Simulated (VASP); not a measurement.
# BiPt (P6_3/mmc) in VASP: further runs, part 2 of 3

VASP 6.6.1.

## (3) Electric field gradients, LDA (23.46 Å³/atom)

This run uses another cell than the first one, of 23.46 Å³/atom.

INCAR

```
SYSTEM = BiPt
PREC = Accurate ; ENCUT = 430
EDIFF = 1E-8 ; ISMEAR = -1
SIGMA = 0.05 ; LREAL = .False.
LASPH = .True. ; NELM = 120
ALGO = Normal ; ISIF = 2
LWAVE = .False. ; LCHARG = .False.
LEFG = .True. ; NBANDS = 41
GGA_COMPAT = .False.
```

KPOINTS

```
regular mesh
0
Gamma
  9 9 6
  0 0 0
```

POSCAR

```
BiPt
1.0
    4.3996294977      0.0000000000      0.0000000000
   -2.1998147489      3.8101909122      0.0000000000
    0.0000000000      0.0000000000      5.5976743951
Bi Pt
2 2
Direct
    0.3333333333      0.6666666667      0.2500000000
    0.6666666667      0.3333333333      0.7500000000
    0.0000000000      0.0000000000      0.0000000000
    0.0000000000      0.0000000000      0.5000000000
```

Potentials or basis: VASP PAW LDA potentials, release 64 (Bi_d, Pt_sv_GW).

Command:

```bash
cat potpaw_LDA.64/Bi_d/POTCAR potpaw_LDA.64/Pt_sv_GW/POTCAR > POTCAR
mpirun -np 1 vasp_std > vasp.out
```

OUTCAR:

```text
SYSTEM = BiPt
   PREC = Accurate
   ENCUT = 430
   EDIFF = 1E-8
   ISMEAR = -1
   LREAL = .False.
   LASPH = .True.
   NELM = 120
   ISIF = 2

 ion  position               nearest neighbor table
   1  0.333  0.667  0.250-   3 2.90   4 2.90   3 2.90   4 2.90   3 2.90   4 2.90   2 3.78   2 3.78
                             2 3.78   2 3.78   2 3.78   2 3.78
   2  0.667  0.333  0.750-   3 2.90   4 2.90   3 2.90   4 2.90   3 2.90   4 2.90   1 3.78   1 3.78
                             1 3.78   1 3.78   1 3.78   1 3.78
   3  0.000  0.000  0.000-   4 2.80   4 2.80   1 2.90   2 2.90   1 2.90   2 2.90   2 2.90   1 2.90

   4  0.000  0.000  0.500-   3 2.80   3 2.80   1 2.90   2 2.90   1 2.90   2 2.90   2 2.90   1 2.90

  LATTYP: Found a hexagonal cell.
 ALAT       =     4.3996294977
 C/A-ratio  =     1.2723058608

  Lattice vectors:

 A1 = (   4.3996294977,   0.0000000000,   0.0000000000)
 A2 = (  -2.1998147489,   3.8101909122,   0.0000000000)
 A3 = (   0.0000000000,   0.0000000000,   5.5976743951)

Analysis of symmetry for initial positions (statically):
=====================================================================
 Subroutine PRICEL returns:
 Original cell was already a primitive cell.

 Routine SETGRP: Setting up the symmetry group for a
 hexagonal supercell.

 Subroutine GETGRP returns: Found 24 space group operations
 (whereof 12 operations were pure point group operations)
 out of a pool of 24 trial point group operations.

The static configuration has the point symmetry D_3d.
 The point group associated with its full space group is D_6h.

Analysis of symmetry for dynamics (positions and initial velocities):
=====================================================================
 Subroutine PRICEL returns:
 Original cell was already a primitive cell.

 Routine SETGRP: Setting up the symmetry group for a
 hexagonal supercell.

 Subroutine GETGRP returns: Found 24 space group operations
 (whereof 12 operations were pure point group operations)
 out of a pool of 24 trial point group operations.

The dynamic configuration has the point symmetry D_3d.
 The point group associated with its full space group is D_6h.

 Subroutine INISYM returns: Found 24 space group operations
 (whereof 12 operations are pure point group operations),
 and found     1 'primitive' translations

----------------------------------------------------------------------------------------

                                     Primitive cell

  volume of cell :      93.8362

  direct lattice vectors                    reciprocal lattice vectors
     4.399629498  0.000000000  0.000000000     0.227291866  0.131227020  0.000000000
    -2.199814749  3.810190912  0.000000000     0.000000000  0.262454041  0.000000000
     0.000000000  0.000000000  5.597674395     0.000000000  0.000000000  0.178645618

  length of vectors
     4.399629498  4.399629498  5.597674395     0.262454041  0.262454041  0.178645618

  position of ions in fractional coordinates (direct lattice)
     0.333333333  0.666666667  0.250000000
     0.666666667  0.333333333  0.750000000
[... 97 lines left out ...]
   EFERMI_NEDOS =   21; number of points for ismear=-14 and -15
   IALGO  =     38    algorithm
   IMIX   =      4    mixing-type and parameters
     AMIX     =   0.40;   BMIX     =  1.00
     AMIX_MAG =   1.60;   BMIX_MAG =  1.00
  volume/ion in A,a.u.               =      23.46       158.31
  Fermi-wavevector in a.u.,A,eV,Ry     =   1.455904  2.751259 28.839665  2.119656
  Thomas-Fermi vector in A             =   2.572884
   LORBIT       =      0    0 simple, 1 ext, 2 COOP (PROOUT), +10 PAW based schemes
   GGA     = CA    functional components
   LHFCALC =     F    Hartree Fock is set to
   AEXX    =    0.0000 exact exchange contribution
   IVDW    =     0    specifies the selected vdW correction
   LEPSILON=     F    determine dielectric tensor
   LRPA    =     F    only Hartree local field effects (RPA)
 non-spin polarized calculation
  energy-cutoff  :      430.00
  volume of cell :       93.84
 maximum number of plane-waves:      1918
 NGX is ok and might be reduce to    30
   NGX = 15   NGY = 15   NGZ = 19

 number of electron      66.0000015 magnetization

 Free energy of the ion-electron system (eV)
  ---------------------------------------------------
  ext. energy  EPLUGINS =         0.00000000
  ---------------------------------------------------
  free energy    TOTEN  =       -24.69378015 eV

  energy without entropy =      -24.67247612  energy(sigma->0) =      -24.68312814

 E-fermi :   8.1956     XC(G=0): -11.6391

 val. band max:        8.1636724800   @ k =   0.2222   0.0000   0.1667
 cond. band min:       8.2083378491   @ k =   0.2222   0.1111   0.1667
 fundamental gap:      0.0446653690
 Fermi energy:         8.1955599079

 k-point     1 :       0.0000    0.0000    0.0000
  band No.  band energies     occupation
      1     -89.6543      2.00000
      2     -89.6446      2.00000
      3     -44.3450      2.00000
      4     -44.1496      2.00000
      5     -44.1496      2.00000
      6     -44.1283      2.00000
[... 1045 lines left out ...]
     40      16.2450      0.00000
     41      16.4735      0.00000

 [... further k-points ...]

------------------------ aborting loop because EDIFF is reached ----------------------------------------

  FORCE on cell =-STRESS in cart. coord.  units (eV):
  Direction    XX          YY          ZZ          XY          YZ          ZX
  --------------------------------------------------------------------------------------
  -------------------------------------------------------------------------------------
  Total       -4.2830771     -4.2830771     -5.2059970      0.0000000      0.0000000      0.0000000
  in kB      -73.1300711    -73.1300711    -88.8881809      0.0000000      0.0000000      0.0000000
  external PRESSURE =     -78.3827744 kB  Pullay stress =       0.0000000 kB

 VOLUME and BASIS-vectors are now :
 -----------------------------------------------------------------------------
  energy-cutoff  :      430.00
  volume of cell :       93.84
      direct lattice vectors                 reciprocal lattice vectors
     4.399629498  0.000000000  0.000000000     0.227291866  0.131227020  0.000000000
    -2.199814749  3.810190912  0.000000000     0.000000000  0.262454041  0.000000000
     0.000000000  0.000000000  5.597674395     0.000000000  0.000000000  0.178645618

 POSITION                                       TOTAL-FORCE (eV/Angst)
 -----------------------------------------------------------------------------------
     -0.00000      2.54013      1.39942         0.000000     -0.000000      0.000000
      2.19981      1.27006      4.19826        -0.000000      0.000000      0.000000
      0.00000      0.00000      0.00000        -0.000000     -0.000000      0.000000
      0.00000      0.00000      2.79884         0.000000     -0.000000      0.000000
 -----------------------------------------------------------------------------------
    total drift:                               -0.000000     -0.000000      0.000000

  FREE ENERGIE OF THE ION-ELECTRON SYSTEM (eV)
  ---------------------------------------------------
  free  energy   TOTEN  =       -24.6937801549 eV

  energy  without entropy=      -24.6724761214  energy(sigma->0) =      -24.68312814

 Electric field gradients (V/A^2)
---------------------------------------------------------------------
 ion       V_xx      V_yy      V_zz      V_xy      V_xz      V_yz
---------------------------------------------------------------------
   1      -1.851    -1.853     3.704    -0.002    -0.000    -0.000
   2      -1.851    -1.853     3.704    -0.002     0.000     0.000
   3      79.320    79.321  -158.640     0.001    -0.000     0.000
   4      79.320    79.321  -158.640     0.001     0.000    -0.000
---------------------------------------------------------------------

 Electric field gradients after diagonalization (V/A^2)
 (convention: |V_zz| > |V_xx| > |V_yy|)
----------------------------------------------------------------------
 ion       V_xx      V_yy      V_zz     asymmetry (V_yy - V_xx)/ V_zz
----------------------------------------------------------------------
   1      -1.854    -1.849     3.704       0.001
   2      -1.854    -1.849     3.704       0.001
   3      79.321    79.319  -158.640       0.000
   4      79.321    79.319  -158.640       0.000
----------------------------------------------------------------------

           NMR quadrupolar parameters

 Cq : quadrupolar parameter    Cq=e*Q*V_zz/h
 eta: asymmetry parameters     (V_yy - V_xx)/ V_zz
 Q  : nuclear electric quadrupole moment in mb (millibarn)
----------------------------------------------------------------------
 ion       Cq(MHz)       eta       Q (mb)
----------------------------------------------------------------------
   1       0.009       0.001       1.000
   2       0.009       0.001       1.000
   3      -0.384       0.000       1.000
   4      -0.384       0.000       1.000
----------------------------------------------------------------------
```

stdout:

```text
POSCAR found type information on POSCAR BiPt
 POSCAR found :  2 types and       4 ions
 scaLAPACK will be used
 LDA part: xc-table for (Slater(with rela. corr.)+CA(PZ))
 , standard interpolation
 POSCAR, INCAR and KPOINTS ok, starting setup
 FFT: planning ... GRIDC
 FFT: planning ... GRID_SOFT
 FFT: planning ... GRID
 WAVECAR not read
 entering main loop
ion   1

ion   2

ion   3

ion   4
```

Wall time 1.7 min (1 thread of Intel Xeon Platinum 8488C (Sapphire Rapids), shared host); peak memory 0.24 GiB.

What came out:

```yaml
Free_energy: -24.6938 eV
Pressure: -7.8 GPa
Band_gap_on_the_k_mesh: zero (bands 33 and 34 overlap by 3.72 eV)
Largest_electric_field_gradient_by_atom: Bi +3.7; Pt -158.6 V/Å²
```

Stress tensor (GPa, compression positive):
```
-7.31  0.00  0.00
 0.00 -7.31  0.00
 0.00  0.00 -8.89
```

Levels at points of the mesh, in eV from the Fermi level:
| k point | band 29 | band 30 | band 31 | band 32 | band 33 | band 34 | band 35 | band 36 | band 37 | band 38 |
| --- | --- | --- | --- | --- | --- | --- | --- | --- | --- | --- |
| (0.00, 0.00, 0.00) | -1.57 | -1.57 | 0.33 | 0.33 | 0.95 | 1.57 | 2.38 | 2.74 | 3.31 | 3.31 |
| (0.00, 0.00, 0.50) | -2.86 | -2.86 | -1.67 | -1.67 | 2.35 | 2.35 | 2.35 | 2.35 | 4.56 | 4.56 |

Electric field gradients, principal values (V/Å²):
```tsv
atom	least	middle	greatest (by size)
1 Bi	-1.849	-1.854	3.704
2 Bi	-1.849	-1.854	3.704
3 Pt	79.319	79.321	-158.640
4 Pt	79.319	79.321	-158.640
```

Caveat: the cell stands under tension; without QUAD_EFG the Cq values of the log hold for a quadrupole moment of 1 mb, not for the nuclei; spin-orbit coupling is left out, which moves the levels of the heavy elements.

## (4) Electric field gradients, LDA (23.02 Å³/atom)

This run uses another cell than the first one, of 23.02 Å³/atom.

INCAR

```
SYSTEM = BiPt
ALGO = Normal ; EDIFF = 1E-8
ENCUT = 430 ; GGA_COMPAT = .FALSE.
ISIF = 2 ; ISMEAR = -1
LASPH = .TRUE. ; LCHARG = .FALSE.
LEFG = .TRUE. ; LREAL = .FALSE.
LWAVE = .FALSE. ; NBANDS = 41
NELM = 120 ; PREC = Accurate
SIGMA = 0.05
```

KPOINTS

```
k-points
0
G
  9 9 6
  0 0 0
```

POSCAR

```
BiPt
1.0
    4.3717829954      0.0000000000      0.0000000000
   -2.1858914977      3.7860751338      0.0000000000
    0.0000000000      0.0000000000      5.5622451270
Bi Pt
2 2
Direct
    0.3333333333      0.6666666667      0.2500000000
    0.6666666667      0.3333333333      0.7500000000
    0.0000000000      0.0000000000      0.0000000000
    0.0000000000      0.0000000000      0.5000000000
```

Potentials or basis: VASP PAW LDA potentials, release 64 (Bi_d, Pt_sv_GW).

Command:

```bash
cat potpaw_LDA.64/Bi_d/POTCAR potpaw_LDA.64/Pt_sv_GW/POTCAR > POTCAR
mpirun -np 1 vasp_std > vasp.out
```

OUTCAR:

```text
SYSTEM = BiPt
   EDIFF = 1E-8
   ENCUT = 430
   ISIF = 2
   ISMEAR = -1
   LASPH = .TRUE.
   LREAL = .FALSE.
   NELM = 120
   PREC = Accurate

 ion  position               nearest neighbor table
   1  0.333  0.667  0.250-   3 2.88   4 2.88   3 2.88   4 2.88   3 2.88   4 2.88   2 3.76   2 3.76
                             2 3.76   2 3.76   2 3.76   2 3.76
   2  0.667  0.333  0.750-   3 2.88   4 2.88   3 2.88   4 2.88   3 2.88   4 2.88   1 3.76   1 3.76
                             1 3.76   1 3.76   1 3.76   1 3.76
   3  0.000  0.000  0.000-   4 2.78   4 2.78   1 2.88   2 2.88   1 2.88   2 2.88   2 2.88   1 2.88

   4  0.000  0.000  0.500-   3 2.78   3 2.78   1 2.88   2 2.88   1 2.88   2 2.88   2 2.88   1 2.88

  LATTYP: Found a hexagonal cell.
 ALAT       =     4.3717829954
 C/A-ratio  =     1.2723058608

  Lattice vectors:

 A1 = (   4.3717829954,   0.0000000000,   0.0000000000)
 A2 = (  -2.1858914977,   3.7860751338,   0.0000000000)
 A3 = (   0.0000000000,   0.0000000000,   5.5622451270)

Analysis of symmetry for initial positions (statically):
=====================================================================
 Subroutine PRICEL returns:
 Original cell was already a primitive cell.

 Routine SETGRP: Setting up the symmetry group for a
 hexagonal supercell.

 Subroutine GETGRP returns: Found 24 space group operations
 (whereof 12 operations were pure point group operations)
 out of a pool of 24 trial point group operations.

The static configuration has the point symmetry D_3d.
 The point group associated with its full space group is D_6h.

Analysis of symmetry for dynamics (positions and initial velocities):
[... 1230 lines left out ...]

  FORCE on cell =-STRESS in cart. coord.  units (eV):
  Direction    XX          YY          ZZ          XY          YZ          ZX
  --------------------------------------------------------------------------------------
  -------------------------------------------------------------------------------------
  Total       -3.1270936     -3.1270936     -3.9352156     -0.0000000      0.0000000      0.0000000
  in kB      -54.4193712    -54.4193712    -68.4827449     -0.0000000      0.0000000      0.0000000
  external PRESSURE =     -59.1071625 kB  Pullay stress =       0.0000000 kB

 VOLUME and BASIS-vectors are now :
 -----------------------------------------------------------------------------
  energy-cutoff  :      430.00
  volume of cell :       92.07
      direct lattice vectors                 reciprocal lattice vectors
     4.371782995  0.000000000  0.000000000     0.228739624  0.132062884  0.000000000
    -2.185891498  3.786075134  0.000000000     0.000000000  0.264125767  0.000000000
     0.000000000  0.000000000  5.562245127     0.000000000  0.000000000  0.179783519

 POSITION                                       TOTAL-FORCE (eV/Angst)
 -----------------------------------------------------------------------------------
     -0.00000      2.52405      1.39056         0.000000     -0.000000      0.000000
      2.18589      1.26203      4.17168        -0.000000      0.000000      0.000000
      0.00000      0.00000      0.00000        -0.000000     -0.000000      0.000000
      0.00000      0.00000      2.78112        -0.000000     -0.000000      0.000000
 -----------------------------------------------------------------------------------
    total drift:                               -0.000000      0.000000      0.000000

  FREE ENERGIE OF THE ION-ELECTRON SYSTEM (eV)
  ---------------------------------------------------
  free  energy   TOTEN  =       -24.7547111808 eV

  energy  without entropy=      -24.7338595397  energy(sigma->0) =      -24.74428536

 Electric field gradients (V/A^2)
---------------------------------------------------------------------
 ion       V_xx      V_yy      V_zz      V_xy      V_xz      V_yz
---------------------------------------------------------------------
   1      -3.682    -3.684     7.366    -0.001    -0.000     0.000
   2      -3.682    -3.684     7.366    -0.001     0.000    -0.000
   3      81.536    81.537  -163.073     0.001    -0.000     0.000
   4      81.536    81.537  -163.073     0.001     0.000    -0.000
---------------------------------------------------------------------

 Electric field gradients after diagonalization (V/A^2)
 (convention: |V_zz| > |V_xx| > |V_yy|)
----------------------------------------------------------------------
 ion       V_xx      V_yy      V_zz     asymmetry (V_yy - V_xx)/ V_zz
----------------------------------------------------------------------
   1      -3.684    -3.681     7.366       0.000
   2      -3.684    -3.681     7.366       0.000
   3      81.537    81.536  -163.073       0.000
   4      81.537    81.536  -163.073       0.000
----------------------------------------------------------------------

           NMR quadrupolar parameters

 Cq : quadrupolar parameter    Cq=e*Q*V_zz/h
 eta: asymmetry parameters     (V_yy - V_xx)/ V_zz
 Q  : nuclear electric quadrupole moment in mb (millibarn)
----------------------------------------------------------------------
 ion       Cq(MHz)       eta       Q (mb)
----------------------------------------------------------------------
   1       0.018       0.000       1.000
   2       0.018       0.000       1.000
   3      -0.394       0.000       1.000
   4      -0.394       0.000       1.000
----------------------------------------------------------------------
```

OSZICAR:

```text
N       E                     dE             d eps       ncg     rms          rms(c)
DAV:   1     0.988033529336E+03    0.98803E+03   -0.33276E+04  4240   0.182E+03
DAV:   2     0.926056009003E+02   -0.89543E+03   -0.86836E+03  4032   0.620E+02
DAV:   3    -0.210493313030E+02   -0.11365E+03   -0.10711E+03  4763   0.214E+02
DAV:   4    -0.274590666445E+02   -0.64097E+01   -0.62473E+01  4737   0.509E+01
DAV:   5    -0.276981265253E+02   -0.23906E+00   -0.23870E+00  5332   0.975E+00    0.101E+02
DAV:   6    -0.251718734020E+02    0.25263E+01   -0.15349E+01  4909   0.202E+01    0.553E+01
DAV:   7    -0.252364661938E+02   -0.64593E-01   -0.50278E+00  4726   0.166E+01    0.207E+01
DAV:   8    -0.247481061369E+02    0.48836E+00   -0.11395E+00  4727   0.677E+00    0.167E+00
DAV:   9    -0.247573465788E+02   -0.92404E-02   -0.13744E-01  4854   0.195E+00    0.801E-01
DAV:  10    -0.247549650405E+02    0.23815E-02   -0.73355E-03  4520   0.544E-01    0.338E-01
DAV:  11    -0.247547489248E+02    0.21612E-03   -0.26424E-03  4570   0.256E-01    0.139E-01
DAV:  12    -0.247547097911E+02    0.39134E-04   -0.18578E-04  4962   0.986E-02    0.536E-02
DAV:  13    -0.247547115945E+02   -0.18035E-05   -0.23055E-05  4890   0.344E-02    0.716E-02
DAV:  14    -0.247547112229E+02    0.37165E-06   -0.13313E-06  4990   0.885E-03    0.103E-02
DAV:  15    -0.247547111873E+02    0.35610E-07   -0.33510E-07  4302   0.328E-03    0.661E-03
DAV:  16    -0.247547111808E+02    0.64665E-08   -0.15599E-08  3157   0.953E-04
   1 F= -.24754711E+02 E0= -.24744285E+02  d E =-.208516E-01
```

stdout:

```text
POSCAR found type information on POSCAR BiPt
 POSCAR found :  2 types and       4 ions
 scaLAPACK will be used
 LDA part: xc-table for (Slater(with rela. corr.)+CA(PZ))
 , standard interpolation
 POSCAR, INCAR and KPOINTS ok, starting setup
 FFT: planning ... GRIDC
 FFT: planning ... GRID_SOFT
 FFT: planning ... GRID
 WAVECAR not read
 entering main loop
ion   1

ion   2

ion   3

ion   4
```

It took 65 s on 1 thread of Intel Xeon 6975P-C (Granite Rapids), shared host; peak memory 0.24 GiB.

What came out:

```yaml
Free_energy: -24.7547 eV
Pressure: -5.9 GPa
Band_gap_on_the_k_mesh: zero (bands 33 and 34 overlap by 3.81 eV)
Largest_electric_field_gradient_by_atom: Bi +7.4; Pt -163.1 V/Å²
```

Electric field gradients, principal values (V/Å²):
| atom | least | middle | greatest (by size) |
| --- | --- | --- | --- |
| 1 Bi | -3.681 | -3.684 | 7.366 |
| 2 Bi | -3.681 | -3.684 | 7.366 |
| 3 Pt | 81.536 | 81.537 | -163.073 |
| 4 Pt | 81.536 | 81.537 | -163.073 |

Caveat: the cell stands under tension; without QUAD_EFG the Cq values of the log hold for a quadrupole moment of 1 mb, not for the nuclei; spin-orbit coupling is left out, which moves the levels of the heavy elements.

(Part 2 of 3 ends here.)

The gap in the log of VASP goes by the Fermi energy; the results here count the filled bands.